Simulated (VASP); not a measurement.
# BN in VASP: a series of runs, part 2 of 3

VASP 6.6.1.

### Step 3. Electric field gradients, PBE (zz strain of -1 %)

INCAR

```
SYSTEM = BN
ALGO = Normal ; EDIFF = 1E-8
ENCUT = 520 ; GGA = PE
ISIF = 2 ; ISMEAR = -1
LASPH = .TRUE. ; LCHARG = .FALSE.
LEFG = .TRUE. ; LREAL = .FALSE.
LWAVE = .FALSE. ; NBANDS = 11
NELM = 100 ; PREC = Accurate
SIGMA = 0.03
```

KPOINTS

```
k-points
0
G
  13 13 13
  0 0 0
```

POSCAR

```
BN
1.0
    0.0000000000      1.8075000000      1.7894250000
    1.8075000000      0.0000000000      1.7894250000
    1.8075000000      1.8075000000      0.0000000000
B N
1 1
Direct
    0.0000000000      0.0000000000      0.0000000000
    0.7500000000      0.7500000000      0.7500000000
```

Potentials or basis: VASP PAW PBE potentials, release 64 (B, N).

The run is started by

```sh
$ cat potpaw_PBE.64/B/POTCAR potpaw_PBE.64/N/POTCAR > POTCAR
$ mpirun -np 1 vasp_std > vasp.out
```

OUTCAR:

```text
SYSTEM = BN
   EDIFF = 1E-8
   ENCUT = 520
   GGA = PE
   ISIF = 2
   ISMEAR = -1
   LASPH = .TRUE.
   LREAL = .FALSE.
   NELM = 100
   PREC = Accurate

 ion  position               nearest neighbor table
   1  0.000  0.000  0.000-   2 1.56   2 1.56   2 1.56   2 1.56
   2  0.750  0.750  0.750-   1 1.56   1 1.56   1 1.56   1 1.56

  LATTYP: Found a body centered tetragonal cell.
 ALAT       =     2.5561910140
 C/A-ratio  =     1.4000714267

  Lattice vectors:

 A1 = (   0.0000000000,  -1.8075000000,  -1.7894250000)
 A2 = (   0.0000000000,   1.8075000000,  -1.7894250000)
 A3 = (   1.8075000000,   0.0000000000,   1.7894250000)

Analysis of symmetry for initial positions (statically):
=====================================================================
 Subroutine PRICEL returns:
 Original cell was already a primitive cell.

 Routine SETGRP: Setting up the symmetry group for a
 body centered tetragonal supercell.

 Subroutine GETGRP returns: Found  8 space group operations
 (whereof  8 operations were pure point group operations)
 out of a pool of 16 trial point group operations.

The static configuration has the point symmetry D_2d.

Analysis of symmetry for dynamics (positions and initial velocities):
=====================================================================
 Subroutine PRICEL returns:
 Original cell was already a primitive cell.

 Routine SETGRP: Setting up the symmetry group for a
 body centered tetragonal supercell.

 Subroutine GETGRP returns: Found  8 space group operations
 (whereof  8 operations were pure point group operations)
 out of a pool of 16 trial point group operations.

The dynamic configuration has the point symmetry D_2d.

 Subroutine INISYM returns: Found  8 space group operations
 (whereof  8 operations are pure point group operations),
 and found     1 'primitive' translations

----------------------------------------------------------------------------------------

                                     Primitive cell

  volume of cell :      11.6923

  direct lattice vectors                    reciprocal lattice vectors
     0.000000000  1.807500000  1.789425000    -0.276625173  0.276625173  0.279419367
     1.807500000  0.000000000  1.789425000     0.276625173 -0.276625173  0.279419367
     1.807500000  1.807500000  0.000000000     0.276625173  0.276625173 -0.279419367

  length of vectors
     2.543442172  2.543442172  2.556191014     0.480747496  0.480747496  0.480747496

  position of ions in fractional coordinates (direct lattice)
     0.000000000  0.000000000  0.000000000
     0.750000000  0.750000000  0.750000000

  ion indices of the primitive-cell ions
   primitive index   ion index
                 1           1
                 2           2

----------------------------------------------------------------------------------------

 KPOINTS: k-points

Automatic generation of k-mesh.
 Grid dimensions read from file:
[... 80 lines left out ...]
   ISMEAR =    -1;   SIGMA  =   0.03  broadening in eV -4-tet -1-fermi 0-gaus
   EFERMI_NEDOS =   21; number of points for ismear=-14 and -15
   IALGO  =     38    algorithm
   IMIX   =      4    mixing-type and parameters
     AMIX     =   0.40;   BMIX     =  1.00
     AMIX_MAG =   1.60;   BMIX_MAG =  1.00
  volume/ion in A,a.u.               =       5.85        39.45
  Fermi-wavevector in a.u.,A,eV,Ry     =   1.442574  2.726070 28.313996  2.081020
  Thomas-Fermi vector in A             =   2.561079
   LORBIT       =      0    0 simple, 1 ext, 2 COOP (PROOUT), +10 PAW based schemes
   GGA     = PE    functional components
   LHFCALC =     F    Hartree Fock is set to
   AEXX    =    0.0000 exact exchange contribution
   IVDW    =     0    specifies the selected vdW correction
   LEPSILON=     F    determine dielectric tensor
   LRPA    =     F    only Hartree local field effects (RPA)
 non-spin polarized calculation
  energy-cutoff  :      520.00
  volume of cell :       11.69
 maximum number of plane-waves:       331
   NGX =  9   NGY =  9   NGZ =  9

 number of electron       7.9999999 magnetization

 Free energy of the ion-electron system (eV)
  ---------------------------------------------------
  ext. energy  EPLUGINS =         0.00000000
  ---------------------------------------------------
  free energy    TOTEN  =       -17.44421030 eV

  energy without entropy =      -17.44421030  energy(sigma->0) =      -17.44421030

 E-fermi :   8.2677     XC(G=0): -12.8719

 val. band max:        7.5928849865   @ k =   0.0000   0.0000   0.0000
 cond. band min:      11.9590649704   @ k =   0.4615   0.4615   0.0000
 fundamental gap:      4.3661799838
 Fermi energy:         8.2677054256

 k-point     1 :       0.0000    0.0000    0.0000
  band No.  band energies     occupation
      1     -12.8180      2.00000
      2       7.4946      2.00000
      3       7.4946      2.00000
      4       7.5929      2.00000
      5      16.3482      0.00000
      6      16.4200      0.00000
      7      16.4200      0.00000
      8      18.0401      0.00000
      9      32.4699      0.00000
     10      35.1590      0.00000
     11      35.6624      0.00000
[... 309 lines left out ...]
 k-point    24 :       0.4615    0.1538    0.0000
  band No.  band energies     occupation
      1      -8.7781      2.00000
      2      -1.8360      2.00000
      3       4.3260      2.00000
      4       4.5896      2.00000
      5      16.3784      0.00000
      6      19.8656      0.00000
      7      20.0883      0.00000
      8      22.2493      0.00000
      9      28.5337      0.00000
     10      34.0457      0.00000
     11      35.7366      0.00000

 [... further k-points ...]

------------------------ aborting loop because EDIFF is reached ----------------------------------------

  FORCE on cell =-STRESS in cart. coord.  units (eV):
  Direction    XX          YY          ZZ          XY          YZ          ZX
  --------------------------------------------------------------------------------------
  -------------------------------------------------------------------------------------
  Total        0.3784696      0.3784696      0.8274034      0.0000000      0.0000000      0.0000000
  in kB       51.8610716     51.8610716    113.3777406      0.0000000      0.0000000      0.0000000
  external PRESSURE =      72.3666280 kB  Pullay stress =       0.0000000 kB

 VOLUME and BASIS-vectors are now :
 -----------------------------------------------------------------------------
  energy-cutoff  :      520.00
  volume of cell :       11.69
      direct lattice vectors                 reciprocal lattice vectors
     0.000000000  1.807500000  1.789425000    -0.276625173  0.276625173  0.279419367
     1.807500000  0.000000000  1.789425000     0.276625173 -0.276625173  0.279419367
     1.807500000  1.807500000  0.000000000     0.276625173  0.276625173 -0.279419367

 POSITION                                       TOTAL-FORCE (eV/Angst)
 -----------------------------------------------------------------------------------
      0.00000      0.00000      0.00000         0.000000      0.000000     -0.000000
      2.71125      2.71125      2.68414        -0.000000     -0.000000      0.000000
 -----------------------------------------------------------------------------------
    total drift:                               -0.000000     -0.000000      0.000000

  FREE ENERGIE OF THE ION-ELECTRON SYSTEM (eV)
  ---------------------------------------------------
  free  energy   TOTEN  =       -17.4442103012 eV

  energy  without entropy=      -17.4442103012  energy(sigma->0) =      -17.44421030

 Electric field gradients (V/A^2)
---------------------------------------------------------------------
 ion       V_xx      V_yy      V_zz      V_xy      V_xz      V_yz
---------------------------------------------------------------------
   1      -0.181    -0.181     0.362    -0.000    -0.000    -0.000
   2       0.811     0.811    -1.622    -0.000    -0.000    -0.000
---------------------------------------------------------------------

 Electric field gradients after diagonalization (V/A^2)
 (convention: |V_zz| > |V_xx| > |V_yy|)
----------------------------------------------------------------------
 ion       V_xx      V_yy      V_zz     asymmetry (V_yy - V_xx)/ V_zz
----------------------------------------------------------------------
   1      -0.181    -0.181     0.362       0.000
   2       0.811     0.811    -1.622       0.000
----------------------------------------------------------------------

           NMR quadrupolar parameters

 Cq : quadrupolar parameter    Cq=e*Q*V_zz/h
 eta: asymmetry parameters     (V_yy - V_xx)/ V_zz
 Q  : nuclear electric quadrupole moment in mb (millibarn)
----------------------------------------------------------------------
 ion       Cq(MHz)       eta       Q (mb)
----------------------------------------------------------------------
   1       0.001       0.000       1.000
   2      -0.004       0.000       1.000
----------------------------------------------------------------------
```

OSZICAR:

```text
N       E                     dE             d eps       ncg     rms          rms(c)
DAV:   1     0.105520072170E+02    0.10552E+02   -0.50906E+03  4468   0.728E+02
DAV:   2    -0.179182545794E+02   -0.28470E+02   -0.27468E+02  5164   0.165E+02
DAV:   3    -0.184244936145E+02   -0.50624E+00   -0.50523E+00  5106   0.187E+01
DAV:   4    -0.184250902424E+02   -0.59663E-03   -0.59662E-03  4624   0.712E-01
DAV:   5    -0.184250907642E+02   -0.52171E-06   -0.52169E-06  4978   0.210E-02    0.676E+00
DAV:   6    -0.175337701346E+02    0.89132E+00   -0.29188E+00  4540   0.992E+00    0.330E+00
DAV:   7    -0.174585459059E+02    0.75224E-01   -0.10865E-01  4816   0.271E+00    0.194E+00
DAV:   8    -0.174439328204E+02    0.14613E-01   -0.35973E-02  4767   0.138E+00    0.198E-01
DAV:   9    -0.174441190718E+02   -0.18625E-03   -0.94036E-04  4564   0.258E-01    0.846E-02
DAV:  10    -0.174442051439E+02   -0.86072E-04   -0.12051E-04  4703   0.937E-02    0.152E-02
DAV:  11    -0.174442102772E+02   -0.51333E-05   -0.89546E-06  4980   0.246E-02    0.106E-02
DAV:  12    -0.174442103034E+02   -0.26196E-07   -0.15530E-06  4744   0.853E-03    0.620E-04
DAV:  13    -0.174442103012E+02    0.21389E-08   -0.22683E-08  4831   0.147E-03
   1 F= -.17444210E+02 E0= -.17444210E+02  d E =-.123087E-12
```

stdout:

```text
POSCAR found type information on POSCAR B N
 POSCAR found :  2 types and       2 ions
 scaLAPACK will be used
 LDA part: xc-table for (Slater+PW92), standard interpolation
 POSCAR, INCAR and KPOINTS ok, starting setup
 FFT: planning ... GRIDC
 FFT: planning ... GRID_SOFT
 FFT: planning ... GRID
 WAVECAR not read
 entering main loop
ion   1

ion   2
```

Run time: 16 s. Hardware: 1 thread of Intel Xeon 6975P-C, shared host; peak memory 0.14 GiB.

Results:

```
Free energy            : -17.4442 eV
Pressure               : 7.2 GPa
Band gap on the k mesh : 4.37 eV, indirect (least direct gap 8.76 eV)
```

Stress tensor (GPa, compression positive):
```
 5.19  0.00  0.00
 0.00  5.19  0.00
 0.00  0.00 11.34
```

Electric field gradients, principal values (V/Å²):
| atom | least | middle | greatest (by size) |
| --- | --- | --- | --- |
| 1 B | -0.181 | -0.181 | 0.362 |
| 2 N | 0.811 | 0.811 | -1.622 |

Caveat: the cell differs from its parent crystal (zz strain of -1 %); without QUAD_EFG the Cq values of the log hold for a quadrupole moment of 1 mb, not for the nuclei. A k mesh can miss the band edges.

[end of part 2 of 3]
